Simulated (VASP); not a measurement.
**HfSiO4: single point with r2SCAN**

HfSiO4:

```xyz
6
Lattice="-1.8588 1.8588 4.8804 1.8588 -1.8588 4.8804 1.8588 1.8588 -4.8804" Properties=species:S:1:pos:R:3 pbc="T T T"
Si    0.0000    0.0000    0.0000
Hf    0.0000    1.8588    2.4402
O     0.0000    1.8588    4.6044
O     0.0000    0.0000    1.7349
O     0.0000    1.8588    0.2761
O     0.0000    0.0000    8.0260
```

| Quantity | Value |
| --- | --- |
| Program | VASP 6.6.1 |
| Task | single point |
| Functional | r2SCAN |
| Potentials or basis | VASP PAW PBE potentials, release 64 (Si, Hf_pv, O) |
| Cutoff | 520 eV |
| k mesh | 10 × 10 × 10 |
| Occupations | gaussian, width 0.01 eV |
| Spin | no spin polarisation |
| Dipole correction | no |
| Further INCAR settings | ALGO = Normal; EDIFF = 1e-06; NBANDS = 28 |

| Quantity | Value |
| --- | --- |
| Pressure | -1.5 GPa |
| Largest force | 0.171 eV/Å |
| Band gap on the k mesh | 4.42 eV |

Forces on the atoms (eV/Å):
```
Si   0.000  0.000  0.000
Hf   0.000  0.000  0.000
O    0.000  0.000 -0.133
O    0.000  0.000  0.171
O    0.000  0.000  0.133
O    0.000  0.000 -0.171
```

Stress tensor (GPa, compression positive):
```
-1.36  0.00  0.00
 0.00 -1.36  0.00
 0.00  0.00 -1.63
```

Levels at points of the mesh, in eV from the valence-band top:
```
           k point  band 15  band 16  band 17  band 18  band 19  band 20  band 21  band 22  band 23  band 24
(0.00, 0.00, 0.00)    -2.55    -2.55    -1.37    -0.60    -0.60     4.52     5.06     7.62     8.03     8.06
(0.50, 0.00, 0.00)    -2.67    -2.33    -1.54    -1.45    -1.11     4.96     5.78     7.54     7.56     8.37
(0.50, 0.50, 0.00)    -2.92    -2.56    -2.10    -1.13     0.00     4.61     4.72     7.13     8.36     8.46
(0.50, 0.50, 0.50)    -2.35    -2.35    -1.66    -0.45    -0.45     4.57     5.67     6.66     7.92     8.03
```

Wall time 21 min on 1 thread of Intel(R) Xeon(R) Platinum 8259CL CPU @ 2.50GHz (Skylake/Cascade Lake), with other jobs on the host, peak memory 0.4 GiB.

Caveat: the PAW data sets were made with another functional, which shifts forces and pressure a little; spin-orbit coupling is left out, which moves the levels of the heavy elements. A k mesh can miss the band edges.
